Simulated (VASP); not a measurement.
# Li2Pt (P6/mmm) in VASP: single point with LDA

Aim: the single point of Li2Pt with LDA.

Program: VASP 6.6.1. These are calculated values, not measurements. Logs are shortened: lines on timing, memory, paths and dates and some standing lists are left out, and cuts for length are marked.

## Step 1: The cell of the first run

Symmetry: P6/mmm, No. 191, hexagonal system. Conventional cell: a = 4.268 Å, b = 4.268 Å, c = 2.713 Å, α = 90.00°, β = 90.00°, γ = 120.00°. Li (site symmetry -6m2) has 5 Li at 2.46 to 2.71 Å and 6 Pt at 2.81 Å within 3.3 Å. Pt (site symmetry 6/mmm) has 2 Pt at 2.71 Å and 12 Li at 2.81 Å within 3.6 Å.

## Step 2: Single point, LDA (volume scaled by 1.06)

INCAR reads:

```
  ALGO = Normal
  EDIFF = 1E-6
  ENCUT = 520
  ISIF = 2
  ISMEAR = -1
  LASPH = True
  LCHARG = False
  LREAL = False
  LWAVE = False
  NBANDS = 15
  NELM = 60
  PREC = Accurate
  SIGMA = 0.03
```

KPOINTS reads:

```
k-points
0
Gamma
  9 9 12
```

POSCAR reads:

```
Li2Pt
1.0
    4.2680982414      0.0000000000      0.0000000000
   -2.1340491207      3.6962815030      0.0000000000
    0.0000000000      0.0000000000      2.7131897205
Li Pt
2 1
Direct
    0.3333333333      0.6666666667      0.5000000000
    0.6666666667      0.3333333333      0.5000000000
    0.0000000000      0.0000000000      0.0000000000
```

Potentials or basis: VASP PAW LDA potentials, release 64 (Li_sv, Pt).

Launch:

```sh
$ cat potpaw_LDA.64/Li_sv/POTCAR potpaw_LDA.64/Pt/POTCAR > POTCAR
$ mpirun -np 1 vasp_std > vasp.out
```

OUTCAR:

```text
EDIFF = 1E-6
   ENCUT = 520
   ISIF = 2
   ISMEAR = -1
   LASPH = True
   LREAL = False
   NELM = 60
   PREC = Accurate

 ion  position               nearest neighbor table
   1  0.333  0.667  0.500-   2 2.46   2 2.46   2 2.46   3 2.81   3 2.81   3 2.81   3 2.81   3 2.81
                             3 2.81
   2  0.667  0.333  0.500-   1 2.46   1 2.46   1 2.46   3 2.81   3 2.81   3 2.81   3 2.81   3 2.81
                             3 2.81
   3  0.000  0.000  0.000-   1 2.81   2 2.81   1 2.81   2 2.81   2 2.81   2 2.81   1 2.81   1 2.81
                             2 2.81   2 2.81   1 2.81   1 2.81

  LATTYP: Found a hexagonal cell.
 ALAT       =     4.2680982414
 C/A-ratio  =     0.6356905505

  Lattice vectors:

 A1 = (   4.2680982414,   0.0000000000,   0.0000000000)
 A2 = (  -2.1340491207,   3.6962815030,   0.0000000000)
 A3 = (   0.0000000000,   0.0000000000,   2.7131897205)

Analysis of symmetry for initial positions (statically):
=====================================================================
 Subroutine PRICEL returns:
 Original cell was already a primitive cell.

 Routine SETGRP: Setting up the symmetry group for a
 hexagonal supercell.

 Subroutine GETGRP returns: Found 24 space group operations
 (whereof 24 operations were pure point group operations)
 out of a pool of 24 trial point group operations.

The static configuration has the point symmetry D_6h.

Analysis of symmetry for dynamics (positions and initial velocities):
=====================================================================
 Subroutine PRICEL returns:
 Original cell was already a primitive cell.

 Routine SETGRP: Setting up the symmetry group for a
 hexagonal supercell.

 Subroutine GETGRP returns: Found 24 space group operations
 (whereof 24 operations were pure point group operations)
 out of a pool of 24 trial point group operations.

The dynamic configuration has the point symmetry D_6h.

 Subroutine INISYM returns: Found 24 space group operations
 (whereof 24 operations are pure point group operations),
 and found     1 'primitive' translations

----------------------------------------------------------------------------------------

                                     Primitive cell

  volume of cell :      42.8035

  direct lattice vectors                    reciprocal lattice vectors
     4.268098241  0.000000000  0.000000000     0.234296388  0.135271082  0.000000000
    -2.134049121  3.696281503  0.000000000     0.000000000  0.270542165  0.000000000
     0.000000000  0.000000000  2.713189720     0.000000000  0.000000000  0.368569876

  length of vectors
     4.268098241  4.268098241  2.713189720     0.270542165  0.270542165  0.368569876

  position of ions in fractional coordinates (direct lattice)
     0.333333333  0.666666667  0.500000000
     0.666666667  0.333333333  0.500000000
     0.000000000  0.000000000  0.000000000

  ion indices of the primitive-cell ions
   primitive index   ion index
                 1           1
                 2           2
                 3           3

----------------------------------------------------------------------------------------

 KPOINTS: k-points

Automatic generation of k-mesh.
 Grid dimensions read from file:
 generate k-points for:    9    9   12

 Generating k-lattice:

  Cartesian coordinates                     Fractional coordinates (reciprocal lattice)
     0.026032932  0.015030120  0.000000000     0.111111111  0.000000000  0.000000000
     0.000000000  0.030060241  0.000000000     0.000000000  0.111111111  0.000000000
     0.000000000  0.000000000  0.030714156     0.000000000  0.000000000  0.083333333

  Length of vectors
     0.030060241  0.030060241  0.030714156

  Shift w.r.t. Gamma in fractional coordinates (k-lattice)
     0.000000000  0.000000000  0.000000000

 Subroutine IBZKPT returns following result:
 ===========================================

 Found     84 irreducible k-points:

 Following reciprocal coordinates:
            Coordinates               Weight
  0.000000  0.000000  0.000000      1.000000
  0.111111  0.000000  0.000000      6.000000
  0.222222  0.000000  0.000000      6.000000
  0.333333  0.000000  0.000000      6.000000
  0.444444  0.000000  0.000000      6.000000
  0.111111  0.111111  0.000000      6.000000
[... 16 lines left out ...]
  0.333333  0.222222  0.083333     24.000000
  0.333333  0.333333  0.083333      4.000000
 [... further k-points ...]
   k-points           NKPTS =     84   k-points in BZ     NKDIM =     84   number of bands    NBANDS=     15
   number of dos      NEDOS =    301   number of ions     NIONS =      3
   total plane-waves  NPLWV =  20480
   dimension x,y,z NGX =    32 NGY =   32 NGZ =   20
   dimension x,y,z NGXF=    64 NGYF=   64 NGZF=   40
   ions per type =               2   1
   NGX,Y,Z   is equivalent  to a cutoff of  12.46, 12.46, 12.25 a.u.
   NGXF,Y,Z  is equivalent  to a cutoff of  24.93, 24.93, 24.51 a.u.
 SYSTEM =  unknown system
   PREC   = accura    normal or accurate (medium, high low for compatibility)
   ISTART =      0    job   : 0-new  1-cont  2-samecut
   ICHARG =      2    charge: 1-file 2-atom 10-const
   ISPIN  =      1    spin polarized calculation?
   LNONCOLLINEAR =      F non collinear calculations
   LSORBIT =      F    spin-orbit coupling
   LASPH  =      T    aspherical Exc in radial PAW
   ENCUT  =  520.0 eV  38.22 Ry    6.18 a.u.   7.94  7.94  5.04*2*pi/ulx,y,z
   NELM   =     60;   NELMIN=  2; NELMDL= -5     # of ELM steps
   EDIFF  = 0.1E-05   stopping-criterion for ELM
   LREAL  =      F    real-space projection
   EDIFFG = 0.1E-04   stopping-criterion for IOM
   NSW    =      0    number of steps for IOM
   IBRION =     -1    ionic relax: 0-MD 1-quasi-New 2-CG
   NFREE  =      0    steps in history (QN), initial steepest desc. (CG)
   ISIF   =      2    stress and relaxation
   ISYM   =      2    0-nonsym 1-usesym 2-fastsym
   POTIM  = 0.5000    time-step for ionic-motion
   TEBEG  =    0.0;   TEEND  =   0.0 temperature during run
   PSTRESS=    0.0 pullay stress
   NELECT =      16.0000    total number of electrons
   NUPDOWN=      -1.0000    fix difference up-down
   EMIN   =  10.00;   EMAX   =-10.00  energy-range for DOS
   EFERMI =   0.00;   METHOD = LEGACY
   ISMEAR =    -1;   SIGMA  =   0.03  broadening in eV -4-tet -1-fermi 0-gaus
   EFERMI_NEDOS =   21; number of points for ismear=-14 and -15
   IALGO  =     38    algorithm
   IMIX   =      4    mixing-type and parameters
     AMIX     =   0.40;   BMIX     =  1.00
     AMIX_MAG =   1.60;   BMIX_MAG =  1.00
  volume/ion in A,a.u.               =      14.27        96.28
  Fermi-wavevector in a.u.,A,eV,Ry     =   1.179293  2.228540 18.922049  1.390731
  Thomas-Fermi vector in A             =   2.315606
   LORBIT       =      0    0 simple, 1 ext, 2 COOP (PROOUT), +10 PAW based schemes
   GGA     = CA    functional components
   LHFCALC =     F    Hartree Fock is set to
   AEXX    =    0.0000 exact exchange contribution
   IVDW    =     0    specifies the selected vdW correction
   LEPSILON=     F    determine dielectric tensor
   LRPA    =     F    only Hartree local field effects (RPA)
 non-spin polarized calculation
  energy-cutoff  :      520.00
  volume of cell :       42.80
 maximum number of plane-waves:      1173
 NGX is ok and might be reduce to    32
   NGX = 15   NGY = 15   NGZ = 11

 number of electron      15.9999992 magnetization

 Free energy of the ion-electron system (eV)
  ---------------------------------------------------
  ext. energy  EPLUGINS =         0.00000000
  ---------------------------------------------------
  free energy    TOTEN  =       -13.05343926 eV

  energy without entropy =      -13.04979617  energy(sigma->0) =      -13.05161772

 E-fermi :   4.5664     XC(G=0): -10.1904

 val. band max:        4.5295410161   @ k =   0.3333   0.0000   0.4167
 cond. band min:       4.5807942105   @ k =   0.3333   0.3333   0.0833
 fundamental gap:      0.0512531944
 Fermi energy:         4.5663729247

 k-point     1 :       0.0000    0.0000    0.0000
  band No.  band energies     occupation
      1     -40.2205      2.00000
      2     -40.1232      2.00000
      3      -1.7732      2.00000
      4       0.4669      2.00000
      5       1.4912      2.00000
      6       1.4912      2.00000
      7       3.9180      2.00000
      8       3.9180      2.00000
      9       8.3062      0.00000
     10       8.3062      0.00000
     11      10.6820      0.00000
     12      10.6820      0.00000
     13      13.3544      0.00000
     14      14.0457      0.00000
     15      15.8731      0.00000

 k-point     2 :       0.1111    0.0000    0.0000
  band No.  band energies     occupation
      1     -40.2178      2.00000
      2     -40.1258      2.00000
      3      -1.7002      2.00000
      4       0.5068      2.00000
      5       1.4895      2.00000
      6       1.5701      2.00000
      7       3.9041      2.00000
      8       3.9153      2.00000
      9       7.3799      0.00000
     10       7.7082      0.00000
     11      11.2009      0.00000
     12      11.4183      0.00000
     13      13.6193      0.00000
     14      14.5684      0.00000
     15      16.0598      0.00000

 k-point     3 :       0.2222    0.0000    0.0000
  band No.  band energies     occupation
      1     -40.2104      2.00000
      2     -40.1332      2.00000
      3      -1.5109      2.00000
      4       0.6320      2.00000
      5       1.5100      2.00000
      6       1.7935      2.00000
      7       3.8695      2.00000
      8       3.9086      2.00000
      9       5.8409      0.00000
     10       6.7076      0.00000
     11      11.5998      0.00000
     12      12.8444      0.00000
     13      14.3158      0.00000
     14      16.1091      0.00000
     15      16.6007      0.00000
[... 343 lines left out ...]
 k-point    23 :       0.3333    0.2222    0.0833
  band No.  band energies     occupation
      1     -40.1808      2.00000
      2     -40.1590      2.00000
      3      -0.7970      2.00000
      4       1.3326      2.00000
      5       1.7894      2.00000
      6       2.3291      2.00000
      7       3.0242      2.00000
      8       3.3768      2.00000
      9       4.2386      1.99996
     10       5.1652      0.00000
     11      12.3832      0.00000
     12      14.7451      0.00000
     13      15.9551      0.00000
     14      18.0578      0.00000
     15      18.5509      0.00000

 k-point    24 :       0.3333    0.3333    0.0833
  band No.  band energies     occupation
      1     -40.1699      2.00000
      2     -40.1699      2.00000
      3      -0.7452      2.00000
      4       1.7870      2.00000
      5       1.7887      2.00000
      6       1.7887      2.00000
      7       3.2428      2.00000
      8       3.2428      2.00000
      9       4.5808      0.76417
     10       4.5808      0.76417
     11      12.6065      0.00000
     12      15.2183      0.00000
     13      15.2183      0.00000
     14      18.6714      0.00000
     15      18.6714      0.00000

 [... further k-points ...]
[... 5 lines left out ...]
  --------------------------------------------------------------------------------------
  -------------------------------------------------------------------------------------
  Total       -1.7546533     -1.7546533     -2.6635409      0.0000000     -0.0000000      0.0000000
  in kB      -65.6783592    -65.6783592    -99.6988930      0.0000000     -0.0000000      0.0000000
  external PRESSURE =     -77.0185371 kB  Pullay stress =       0.0000000 kB

 VOLUME and BASIS-vectors are now :
 -----------------------------------------------------------------------------
  energy-cutoff  :      520.00
  volume of cell :       42.80
      direct lattice vectors                 reciprocal lattice vectors
     4.268098241  0.000000000  0.000000000     0.234296388  0.135271082  0.000000000
    -2.134049121  3.696281503  0.000000000     0.000000000  0.270542165  0.000000000
     0.000000000  0.000000000  2.713189720     0.000000000  0.000000000  0.368569876

 POSITION                                       TOTAL-FORCE (eV/Angst)
 -----------------------------------------------------------------------------------
     -0.00000      2.46419      1.35659         0.000000     -0.000000      0.000000
      2.13405      1.23209      1.35659        -0.000000      0.000000      0.000000
      0.00000      0.00000      0.00000         0.000000      0.000000      0.000000
 -----------------------------------------------------------------------------------
    total drift:                                0.000000     -0.000000     -0.000000

  FREE ENERGIE OF THE ION-ELECTRON SYSTEM (eV)
  ---------------------------------------------------
  free  energy   TOTEN  =       -13.0534392607 eV

  energy  without entropy=      -13.0497961699  energy(sigma->0) =      -13.05161772
```

Run time: 44 s. Hardware: 1 thread of Intel Xeon Platinum 8375C at 2.90GHz (Ice Lake), shared host; peak memory 0.17 GiB.

Results:

| Quantity | Value |
| --- | --- |
| Free energy | -13.0534 eV |
| Band gap on the k mesh | zero (band 8 reaches 5.72 eV, above the bottom of band 9 at 3.87 eV) |

Levels at points of the mesh, in eV from the Fermi level:
```csv
k point,band 6,band 7,band 8,band 9,band 10,band 11
"(0.00, 0.00, 0.00)",-3.08,-0.65,-0.65,3.74,3.74,6.12
"(0.00, 0.00, 0.50)",-2.01,-2.01,0.53,2.59,6.38,6.38
```

Caveat: the cutoff is under 1.25 times the usual one of these potentials, so pressure, stress and relaxed cells hold a basis-set (Pulay) error; spin-orbit coupling is left out, which moves the levels of the heavy elements.
